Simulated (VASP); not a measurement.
# Mg5NiS6 in VASP: a series of runs

The runs below take Mg5NiS6 through single point, with PBE.

All numbers are computed with VASP 6.6.1; they aren't measurements. Logs are shortened: lines on timing, memory, paths and dates and some standing lists are left out, and cuts for length are marked.

### 1 The cell of the first run

Symmetry: P4/mmm, No. 123, tetragonal system. Conventional cell: a = 3.657 Å, b = 3.657 Å, c = 15.349 Å, α = 90.00°, β = 90.00°, γ = 90.00°. Mg (site symmetry 4mm) has 6 S at 2.45 to 2.60 Å within 3.2 Å. Mg (site symmetry 4mm) has 6 S at 2.59 to 2.68 Å within 3.4 Å. Mg (site symmetry 4/mmm) has 6 S at 2.59 to 2.63 Å within 3.4 Å. Ni (site symmetry 4/mmm) has 6 S at 2.35 to 2.59 Å within 3.1 Å. S (site symmetry 4mm) has 6 Mg at 2.59 to 2.63 Å within 3.4 Å. Within 3.4 Å of S (site symmetry 4/mmm) lie 6 Mg at 2.59 to 2.65 Å. S (site symmetry 4mm) has 1 Ni at 2.35 Å and 5 Mg at 2.59 to 2.68 Å within 3.1 Å. Within 3.2 Å of S (site symmetry 4/mmm) lie 2 Mg at 2.45 Å and 4 Ni at 2.59 Å.

### 2 Single point, PBE

INCAR

```
SYSTEM = Mg5NiS6
  ALGO = Normal
  EDIFF = 1E-7
  ENCUT = 520
  GGA = PE
  ISIF = 2
  ISMEAR = 0
  LASPH = .True.
  LCHARG = .False.
  LREAL = .False.
  LWAVE = .False.
  NBANDS = 40
  NELM = 60
  PREC = Accurate
  SIGMA = 0.1
```

KPOINTS

```
k-points
0
Gamma
  6 6 1
  0 0 0
```

POSCAR

```
Mg5NiS6
1.0
    3.6573029000      0.0000000000      0.0000000000
    0.0000000000      3.6573029000      0.0000000000
    0.0000000000      0.0000000000     15.3485626000
Mg Ni S
5 1 6
Direct
    0.0000000000      0.0000000000      0.6593200000
    0.5000000000      0.5000000000      0.8276610000
    0.0000000000      0.0000000000      0.0000000000
    0.5000000000      0.5000000000      0.1723390000
    0.0000000000      0.0000000000      0.3406800000
    0.5000000000      0.5000000000      0.5000000000
    0.0000000000      0.0000000000      0.8289310000
    0.5000000000      0.5000000000      0.0000000000
    0.0000000000      0.0000000000      0.1710690000
    0.5000000000      0.5000000000      0.3466370000
    0.0000000000      0.0000000000      0.5000000000
    0.5000000000      0.5000000000      0.6533630000
```

Potentials or basis: VASP PAW PBE potentials, release 64 (Mg, Ni, S).

The run is started by

```sh
$ cat potpaw_PBE.64/Mg/POTCAR potpaw_PBE.64/Ni/POTCAR potpaw_PBE.64/S/POTCAR > POTCAR
$ mpirun -np 1 vasp_std > vasp.out
```

OUTCAR:

```text
SYSTEM = Mg5NiS6
   EDIFF = 1E-7
   ENCUT = 520
   GGA = PE
   ISIF = 2
   ISMEAR = 0
   LASPH = .True.
   LREAL = .False.
   NELM = 60
   PREC = Accurate

 ion  position               nearest neighbor table
   1  0.000  0.000  0.659-  11 2.45  12 2.59  12 2.59  12 2.59  12 2.59   7 2.60   2 3.66   2 3.66
                             2 3.66   2 3.66
   2  0.500  0.500  0.828-   7 2.59   7 2.59   7 2.59   7 2.59   8 2.65  12 2.68   1 3.66   1 3.66
                             1 3.66   1 3.66
   3  0.000  0.000  0.000-   8 2.59   8 2.59   8 2.59   8 2.59   9 2.63   7 2.63
   4  0.500  0.500  0.172-   9 2.59   9 2.59   9 2.59   9 2.59   8 2.65  10 2.68   5 3.66   5 3.66
                             5 3.66   5 3.66
   5  0.000  0.000  0.341-  11 2.45  10 2.59  10 2.59  10 2.59  10 2.59   9 2.60   4 3.66   4 3.66
                             4 3.66   4 3.66
   6  0.500  0.500  0.500-  10 2.35  12 2.35  11 2.59  11 2.59  11 2.59  11 2.59
   7  0.000  0.000  0.829-   2 2.59   2 2.59   2 2.59   2 2.59   1 2.60   3 2.63
   8  0.500  0.500  0.000-   3 2.59   3 2.59   3 2.59   3 2.59   4 2.65   2 2.65
   9  0.000  0.000  0.171-   4 2.59   4 2.59   4 2.59   4 2.59   5 2.60   3 2.63
  10  0.500  0.500  0.347-   6 2.35   5 2.59   5 2.59   5 2.59   5 2.59   4 2.68
  11  0.000  0.000  0.500-   1 2.45   5 2.45   6 2.59   6 2.59   6 2.59   6 2.59
  12  0.500  0.500  0.653-   6 2.35   1 2.59   1 2.59   1 2.59   1 2.59   2 2.68

  LATTYP: Found a simple tetragonal cell.
 ALAT       =     3.6573029000
 C/A-ratio  =     4.1966889316

  Lattice vectors:

 A1 = (   3.6573029000,   0.0000000000,   0.0000000000)
 A2 = (   0.0000000000,   3.6573029000,   0.0000000000)
 A3 = (   0.0000000000,   0.0000000000,  15.3485626000)

Analysis of symmetry for initial positions (statically):
=====================================================================
 Subroutine PRICEL returns:
 Original cell was already a primitive cell.

 Routine SETGRP: Setting up the symmetry group for a
 simple tetragonal supercell.

 Subroutine GETGRP returns: Found 16 space group operations
 (whereof 16 operations were pure point group operations)
 out of a pool of 16 trial point group operations.

The static configuration has the point symmetry D_4h.

Analysis of symmetry for dynamics (positions and initial velocities):
=====================================================================
 Subroutine PRICEL returns:
 Original cell was already a primitive cell.

 Routine SETGRP: Setting up the symmetry group for a
 simple tetragonal supercell.

 Subroutine GETGRP returns: Found 16 space group operations
 (whereof 16 operations were pure point group operations)
 out of a pool of 16 trial point group operations.

The dynamic configuration has the point symmetry D_4h.

 Subroutine INISYM returns: Found 16 space group operations
 (whereof 16 operations are pure point group operations),
 and found     1 'primitive' translations

----------------------------------------------------------------------------------------

                                     Primitive cell

  volume of cell :     205.3003

  direct lattice vectors                    reciprocal lattice vectors
     3.657302900  0.000000000  0.000000000     0.273425534  0.000000000  0.000000000
     0.000000000  3.657302900  0.000000000     0.000000000  0.273425534  0.000000000
     0.000000000  0.000000000 15.348562600     0.000000000  0.000000000  0.065152681

  length of vectors
     3.657302900  3.657302900 15.348562600     0.273425534  0.273425534  0.065152681

  position of ions in fractional coordinates (direct lattice)
     0.000000000  0.000000000  0.659320000
     0.500000000  0.500000000  0.827661000
     0.000000000  0.000000000  0.000000000
     0.500000000  0.500000000  0.172339000
     0.000000000  0.000000000  0.340680000
     0.500000000  0.500000000  0.500000000
     0.000000000  0.000000000  0.828931000
     0.500000000  0.500000000  0.000000000
     0.000000000  0.000000000  0.171069000
     0.500000000  0.500000000  0.346637000
     0.000000000  0.000000000  0.500000000
     0.500000000  0.500000000  0.653363000

  ion indices of the primitive-cell ions
   primitive index   ion index
                 1           1
                 2           2
                 3           3
                 4           4
                 5           5
                 6           6
                 7           7
                 8           8
                 9           9
                10          10
                11          11
                12          12

----------------------------------------------------------------------------------------

 KPOINTS: k-points

Automatic generation of k-mesh.
 Grid dimensions read from file:
 generate k-points for:    6    6    1

 Generating k-lattice:

  Cartesian coordinates                     Fractional coordinates (reciprocal lattice)
     0.045570922  0.000000000  0.000000000     0.166666667  0.000000000  0.000000000
     0.000000000  0.045570922  0.000000000     0.000000000  0.166666667  0.000000000
     0.000000000  0.000000000  0.065152681     0.000000000  0.000000000  1.000000000

  Length of vectors
     0.045570922  0.045570922  0.065152681

  Shift w.r.t. Gamma in fractional coordinates (k-lattice)
     0.000000000  0.000000000  0.000000000

 Subroutine IBZKPT returns following result:
 ===========================================

 Found     10 irreducible k-points:

 Following reciprocal coordinates:
            Coordinates               Weight
  0.000000  0.000000  0.000000      1.000000
  0.166667  0.000000  0.000000      4.000000
  0.333333  0.000000  0.000000      4.000000
  0.500000  0.000000  0.000000      2.000000
  0.166667  0.166667  0.000000      4.000000
  0.333333  0.166667  0.000000      8.000000
  0.500000  0.166667  0.000000      4.000000
  0.333333  0.333333  0.000000      4.000000
  0.500000  0.333333  0.000000      4.000000
  0.500000  0.500000  0.000000      1.000000
   k-points           NKPTS =     10   k-points in BZ     NKDIM =     10   number of bands    NBANDS=     40
   number of dos      NEDOS =    301   number of ions     NIONS =     12
   total plane-waves  NPLWV =  94080
   dimension x,y,z NGX =    28 NGY =   28 NGZ =  120
   dimension x,y,z NGXF=    56 NGYF=   56 NGZF=  240
   ions per type =               5   1   6
   NGX,Y,Z   is equivalent  to a cutoff of  12.73, 12.73, 13.00 a.u.
   NGXF,Y,Z  is equivalent  to a cutoff of  25.46, 25.46, 26.00 a.u.
 SYSTEM =  Mg5NiS6
   PREC   = accura    normal or accurate (medium, high low for compatibility)
   ISTART =      0    job   : 0-new  1-cont  2-samecut
   ICHARG =      2    charge: 1-file 2-atom 10-const
   ISPIN  =      1    spin polarized calculation?
   LNONCOLLINEAR =      F non collinear calculations
   LSORBIT =      F    spin-orbit coupling
   LASPH  =      T    aspherical Exc in radial PAW
   ENCUT  =  520.0 eV  38.22 Ry    6.18 a.u.   6.80  6.80 28.54*2*pi/ulx,y,z
   NELM   =     60;   NELMIN=  2; NELMDL= -5     # of ELM steps
   EDIFF  = 0.1E-06   stopping-criterion for ELM
   LREAL  =      F    real-space projection
   EDIFFG = 0.1E-05   stopping-criterion for IOM
   NSW    =      0    number of steps for IOM
   IBRION =     -1    ionic relax: 0-MD 1-quasi-New 2-CG
   NFREE  =      0    steps in history (QN), initial steepest desc. (CG)
   ISIF   =      2    stress and relaxation
   ISYM   =      2    0-nonsym 1-usesym 2-fastsym
   POTIM  = 0.5000    time-step for ionic-motion
   TEBEG  =    0.0;   TEEND  =   0.0 temperature during run
   PSTRESS=    0.0 pullay stress
   NELECT =      56.0000    total number of electrons
   NUPDOWN=      -1.0000    fix difference up-down
   EMIN   =  10.00;   EMAX   =-10.00  energy-range for DOS
   EFERMI =   0.00;   METHOD = LEGACY
   ISMEAR =     0;   SIGMA  =   0.10  broadening in eV -4-tet -1-fermi 0-gaus
   EFERMI_NEDOS =   21; number of points for ismear=-14 and -15
   IALGO  =     38    algorithm
   IMIX   =      4    mixing-type and parameters
     AMIX     =   0.40;   BMIX     =  1.00
     AMIX_MAG =   1.60;   BMIX_MAG =  1.00
  volume/ion in A,a.u.               =      17.11       115.45
  Fermi-wavevector in a.u.,A,eV,Ry     =   1.061714  2.006349 15.336993  1.127237
  Thomas-Fermi vector in A             =   2.197140
   LORBIT       =      0    0 simple, 1 ext, 2 COOP (PROOUT), +10 PAW based schemes
   GGA     = PE    functional components
   LHFCALC =     F    Hartree Fock is set to
   AEXX    =    0.0000 exact exchange contribution
   IVDW    =     0    specifies the selected vdW correction
   LEPSILON=     F    determine dielectric tensor
   LRPA    =     F    only Hartree local field effects (RPA)
 non-spin polarized calculation
 Gauss-broadening in eV      SIGMA  =   0.10
  energy-cutoff  :      520.00
  volume of cell :      205.30
 maximum number of plane-waves:      5588
 NGX is ok and might be reduce to    28
   NGX = 13   NGY = 13   NGZ = 57

 number of electron      56.0000011 magnetization

 Free energy of the ion-electron system (eV)
  ---------------------------------------------------
  ext. energy  EPLUGINS =         0.00000000
  ---------------------------------------------------
  free energy    TOTEN  =       -51.97786775 eV

  energy without entropy =      -51.96806828  energy(sigma->0) =      -51.97296801

 E-fermi :   5.5287     XC(G=0):  -9.9347

 val. band max:        5.4770149094   @ k =   0.1667   0.0000   0.0000
 cond. band min:       5.5815737983   @ k =   0.3333   0.3333   0.0000
 fundamental gap:      0.1045588888
 Fermi energy:         5.5286518356

 k-point     1 :       0.0000    0.0000    0.0000
  band No.  band energies     occupation
      1      -8.7823      2.00000
      2      -8.4166      2.00000
      3      -8.3978      2.00000
      4      -7.6035      2.00000
      5      -7.5265      2.00000
      6      -6.8657      2.00000
[... 32 lines left out ...]
     39      10.5577      0.00000
[... 386 lines left out ...]
     39      10.2047      0.00000
     40      11.2439      0.00000

------------------------ aborting loop because EDIFF is reached ----------------------------------------

  FORCE on cell =-STRESS in cart. coord.  units (eV):
  Direction    XX          YY          ZZ          XY          YZ          ZX
  --------------------------------------------------------------------------------------
  -------------------------------------------------------------------------------------
  Total       -0.3251042     -0.3251042     -0.1483312      0.0000000     -0.0000000      0.0000000
  in kB       -2.5371351     -2.5371351     -1.1575866      0.0000000     -0.0000000      0.0000000
  external PRESSURE =      -2.0772856 kB  Pullay stress =       0.0000000 kB

 VOLUME and BASIS-vectors are now :
 -----------------------------------------------------------------------------
  energy-cutoff  :      520.00
  volume of cell :      205.30
      direct lattice vectors                 reciprocal lattice vectors
     3.657302900  0.000000000  0.000000000     0.273425534  0.000000000  0.000000000
     0.000000000  3.657302900  0.000000000     0.000000000  0.273425534  0.000000000
     0.000000000  0.000000000 15.348562600     0.000000000  0.000000000  0.065152681

 POSITION                                       TOTAL-FORCE (eV/Angst)
 -----------------------------------------------------------------------------------
      0.00000      0.00000     10.11961         0.000000     -0.000000      0.018803
      1.82865      1.82865     12.70341         0.000000     -0.000000      0.003713
      0.00000      0.00000      0.00000         0.000000     -0.000000      0.000000
      1.82865      1.82865      2.64516         0.000000      0.000000     -0.003713
      0.00000      0.00000      5.22895         0.000000      0.000000     -0.018803
      1.82865      1.82865      7.67428         0.000000     -0.000000      0.000000
      0.00000      0.00000     12.72290         0.000000     -0.000000     -0.002477
      1.82865      1.82865      0.00000         0.000000     -0.000000      0.000000
      0.00000      0.00000      2.62566         0.000000     -0.000000      0.002477
      1.82865      1.82865      5.32038        -0.000000     -0.000000     -0.039239
      0.00000      0.00000      7.67428         0.000000     -0.000000      0.000000
      1.82865      1.82865     10.02818         0.000000      0.000000      0.039239
 -----------------------------------------------------------------------------------
    total drift:                                0.000000      0.000000      0.000000

  FREE ENERGIE OF THE ION-ELECTRON SYSTEM (eV)
  ---------------------------------------------------
  free  energy   TOTEN  =       -51.9778677466 eV

  energy  without entropy=      -51.9680682769  energy(sigma->0) =      -51.97296801
```

It took 4.3 min on 1 thread of Oxide Virtual Turin-like, shared host; peak memory 0.29 GiB.

What came out:

```
Free energy            : -51.9779 eV
Pressure               : -0.2 GPa
Largest force          : 0.039 eV/Å
Band gap on the k mesh : zero (bands 28 and 29 overlap by 1.36 eV)
```

Forces in eV/Å, atoms in the order of the input:
```
Mg   0.000  0.000  0.019
Mg   0.000  0.000  0.004
Mg   0.000  0.000  0.000
Mg   0.000  0.000 -0.004
Mg   0.000  0.000 -0.019
Ni   0.000  0.000  0.000
S    0.000  0.000 -0.002
S    0.000  0.000  0.000
S    0.000  0.000  0.002
S    0.000  0.000 -0.039
S    0.000  0.000  0.000
S    0.000  0.000  0.039
```

Levels at points of the mesh, in eV from the Fermi level:
| k point | band 26 | band 27 | band 28 | band 29 | band 30 | band 31 |
| --- | --- | --- | --- | --- | --- | --- |
| (0.00, 0.00, 0.00) | -1.19 | -0.93 | -0.93 | -0.76 | 1.28 | 2.31 |
| (0.50, 0.00, 0.00) | -0.99 | -0.88 | 0.41 | 0.97 | 3.34 | 3.41 |
| (0.50, 0.50, 0.00) | -1.38 | -1.08 | -1.01 | -0.95 | 1.16 | 1.42 |

Caveat: the k points lie up to 0.41 Å⁻¹ apart, too coarse for converged energies and pressures of a metal; the run has no spin polarisation, though such a crystal can be magnetic. Spin polarisation is off, so any magnetic state and its effect on volume and gap are missing.

(Continued in part 2 of 3.)
